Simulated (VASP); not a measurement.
Wanted: the native input for a VASP 6.6.1 run.

* Task: single point
* Functional: revPBE
* Dispersion: D3(BJ)
* Potentials or basis: VASP PAW PBE potentials, release 64 (Si, C)
* Cutoff: 600 eV
* k mesh: 4 × 4 × 2
* Occupations: gaussian, width 0.01 eV
* Spin: no spin polarisation
* Dipole correction: no
* Further INCAR settings: ALGO = Normal; EDIFF = 1e-06; NBANDS = 16

The structure of SiC (Moissanite) lies in POSCAR:

```
SiC
1.0
    3.0760000000      0.0000000000      0.0000000000
   -1.5380000000      2.6638941400      0.0000000000
    0.0000000000      0.0000000000      5.0480000000
Si C
2 2
Direct
    0.3333333333      0.6666666667      0.0000000000
    0.6666666667      0.3333333333      0.5000000000
    0.3333333333      0.6666666667      0.3850000000
    0.6666666667      0.3333333333      0.8850000000
```

These files were run (other wordings do the same):

INCAR

```
  ALGO = Normal
  EDIFF = 1E-6
  ENCUT = 600
  GGA = RE
  GGA_COMPAT = F
  ISIF = 2
  ISMEAR = 0
  IVDW = 12
  LASPH = T
  LCHARG = T
  LELF = T
  LREAL = F
  LVHAR = T
  LWAVE = F
  NBANDS = 16
  NELM = 120
  PREC = Accurate
  SIGMA = 0.01
```

KPOINTS

```
k-points
0
Gamma
  4 4 2
```

Potentials or basis: VASP PAW PBE potentials, release 64 (Si, C).

Launch:

```sh
$ cat potpaw_PBE.64/Si/POTCAR potpaw_PBE.64/C/POTCAR > POTCAR
$ mpirun -np 1 vasp_std > vasp.out
```

It gave:

```yaml
Pressure: -3.6 GPa
Largest_force: 0.692 eV/Å
Band_gap_on_the_k_mesh: 2.60 eV, indirect (least direct gap 4.08 eV)
Dispersion_energy_per_atom: -0.598 eV
```

Caveat: the k points lie up to 0.62 Å⁻¹ apart; three body term missing; the PAW data sets were made with another functional, which shifts forces and pressure a little.

Wall time 15 s on 1 thread of Intel Xeon 8259CL, with other jobs on the host, peak memory 0.18 GiB.
